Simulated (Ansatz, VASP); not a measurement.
# Ir: VASP beside Ansatz

The input INCAR:

```
SYSTEM = Ir
PREC = Accurate
ENCUT = 520
EDIFF = 1E-7
ISMEAR = -1
SIGMA = 0.08
LREAL = .False.
LASPH = .True.
NELM = 60
ALGO = Normal
ISIF = 2
LWAVE = .False.
LCHARG = .True.
GGA = PE
LELF = .True.
LVHAR = .True.
NBANDS = 10
```

File KPOINTS:

```
regular mesh
0
Gamma
  19 19 19
  0 0 0
```

The input POSCAR:

```
Ir
1.0
   -1.5240431802      1.5240431802      1.5240431802
    1.5240431802     -1.5240431802      1.5240431802
    1.5240431802      1.5240431802     -1.5240431802
Ir
1
Direct
    0.0000000000      0.0000000000      0.0000000000
```

Input for Ansatz:

```yaml
crystal:
  lattice:
    - [-1.5240431802, 1.5240431802, 1.5240431802]
    - [1.5240431802, -1.5240431802, 1.5240431802]
    - [1.5240431802, 1.5240431802, -1.5240431802]
  atoms:
    - { symbol: Ir, position: [0.0, 0.0, 0.0] }
kpoints:
  mp_grid: { grid: [19, 19, 19] }
scf:
  occupations: { method: fermi_dirac, width: 0.08 }
hamiltonian:
  xc: pbe
  pseudopotentials: { kind: all_electron, lapw: { basis_error: 0.001 } }
output:
  forces: true
  stress: true
  eigenvalues: true
```

Change from the starting cell: volume scaled by 0.9405.

Alike in both runs: task single point; functional PBE; k mesh 19 × 19 × 19; occupations fermi-dirac, width 0.08 eV; no spin polarisation.

|  | VASP | Ansatz |
| --- | --- | --- |
| version | VASP 6.6.1 | Ansatz 0.2.0 |
| potentials or method | VASP PAW PBE potentials, release 64 (Ir), cutoff 520 eV | all-electron LAPW, scalar-relativistic |

Ansatz gave:

```
pressure (GPa) : 21.8
```

**Question.** What did VASP give for the same quantities?

**Answer.** Pressure (GPa): 22.7.

Ansatz ran all-electron here, and VASP with PAW potentials.

Neither program's run includes spin-orbit coupling.
